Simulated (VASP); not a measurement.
The system is KTaSe2.

```
CELL_PARAMETERS angstrom
-3.14706 3.14706 3.15794
3.14706 -3.14706 3.15794
3.14706 3.14706 -3.15794
ATOMIC_POSITIONS crystal
K 0.00000 0.00000 0.00000
Ta 0.50000 0.50000 0.00000
Se 0.50000 0.00000 0.50000
Se 0.00000 0.50000 0.50000
```

The cell was generated, and may not be a known phase.

```yaml
Program: VASP 6.6.1
Task: relaxation of cell and atoms
Functional: PBE
Potentials_or_basis: VASP PAW PBE potentials, release 64 (K_sv, Ta_pv, Se)
Cutoff: 600 eV
k_mesh: 4 × 4 × 4
Occupations: gaussian, width 0.1 eV
Spin: collinear spin
Starting_moments: "[0.0, 1.0, 0.0, 0.0] μB"
```

At the start: pressure -5.2 GPa; volume 31.28 Å³/atom.

Problem. Where does the relaxation end?

Solution. Over 16 steps the energy falls by 565.5 meV/atom and the volume is 35.11 Å³/atom (+12.3 %); space group I4/mmm (No. 139, to 0.1 Å) before and after; moment 1.87 μB per cell.

Step by step:
| step | energy change (eV) | largest force (eV/Å) | pressure (GPa) | volume (Å³) |
| --- | --- | --- | --- | --- |
| 1 | 0.0000 | 0.0000 | -5.20 | 125.10 |
| 2 | -1.1047 | 0.0000 | -1.12 | 107.17 |
| 3 | -1.3239 | 0.0000 | 2.88 | 99.80 |
| 4 | -1.3378 | 0.0000 | 5.55 | 96.65 |
| 5 | -1.5957 | 0.0000 | 10.40 | 98.93 |
| 6 | -1.6319 | 0.0000 | 8.86 | 98.53 |
| 7 | -2.1127 | 0.0000 | 1.63 | 114.42 |
| 8 | -2.1660 | 0.0000 | -0.33 | 121.39 |
| 9 | -2.1693 | 0.0000 | -0.90 | 123.88 |
| 10 | -2.2222 | 0.0000 | -0.16 | 126.27 |
| 11 | -2.2341 | 0.0000 | 1.60 | 130.65 |
| 12 | -2.2431 | 0.0000 | 0.92 | 129.11 |
| 13 | -2.2576 | 0.0000 | 0.24 | 134.58 |
| 14 | -2.2600 | 0.0000 | -0.31 | 139.81 |
| 15 | -2.2603 | 0.0000 | -0.21 | 138.74 |
| 16 | -2.2619 | 0.0000 | 0.00 | 140.43 |

Final structure:
```xyz
4
Lattice="-2.7327 2.7327 4.7013 2.7327 -2.7327 4.7013 2.7327 2.7327 -4.7013" Properties=species:S:1:pos:R:3 pbc="T T T"
K     0.0000    0.0000    0.0000
Ta    2.7327    2.7327    0.0000
Se    0.0000    2.7327    0.0000
Se    2.7327    0.0000    0.0000
```
